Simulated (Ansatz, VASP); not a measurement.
## Two plane-wave programs on HfO2

INCAR

```
  PREC = Accurate
  ENCUT = 520
  EDIFF = 1E-6
  ISMEAR = 0
  SIGMA = 0.017
  LREAL = False
  LASPH = True
  NELM = 60
  ALGO = Normal
  ISIF = 2
  LWAVE = False
  LCHARG = False
  GGA = PE
  NBANDS = 18
```

Contents of KPOINTS:

```
regular mesh
0
Gamma
  9 9 9
```

POSCAR

```
HfO2
1.0
    0.0000000000      2.5575000000      2.5575000000
    2.5575000000      0.0000000000      2.5575000000
    2.5575000000      2.5575000000      0.0000000000
Hf O
1 2
Direct
    0.0000000000      0.0000000000      0.0000000000
    0.7500000000      0.7500000000      0.7500000000
    0.2500000000      0.2500000000      0.2500000000
```

Contents of input.yaml:

```yaml
crystal:
  lattice:
    - [0.0, 2.5575, 2.5575]
    - [2.5575, 0.0, 2.5575]
    - [2.5575, 2.5575, 0.0]
  atoms:
    - { symbol: Hf, position: [0.0, 0.0, 0.0] }
    - { symbol: O, position: [0.75, 0.75, 0.75] }
    - { symbol: O, position: [0.25, 0.25, 0.25] }
hamiltonian:
  xc: pbe
  pseudopotentials: { kind: paw }
kpoints:
  mp_grid: { grid: [9, 9, 9] }
scf:
  occupations: { method: gaussian, width: 0.017 }
output:
  forces: true
  stress: true
  eigenvalues: true
```

Alike in both runs: task single point; functional PBE; k mesh 9 × 9 × 9; occupations gaussian, width 0.017 eV; no spin polarisation.

|  | VASP | Ansatz |
| --- | --- | --- |
| version | VASP 6.6.1 | Ansatz 0.2.0 |
| potentials or method | VASP PAW PBE potentials, release 64 (Hf_pv, O) | Ansatz PAW |
| plane-wave cutoff (eV) | 520 | 420 |
| valence electrons in the cell | 22 | 38 |

```csv
,VASP,Ansatz,Ansatz less VASP
gap on the k mesh at the Fermi level (eV),3.84,3.83,-0.008
least direct gap on the mesh (eV),3.95,3.94,-0.008
pressure (GPa),-6.0,-2.5,+3.53
```

VASP's potentials hold 22 valence electrons a cell and Ansatz's 38, so a difference there can come from the potentials and not from the codes.

Spin-orbit coupling is off throughout. Noted on Ansatz's run: odd divisions of the mesh miss points on the zone boundary, where band edges often lie, so the gap on the mesh can be too wide.
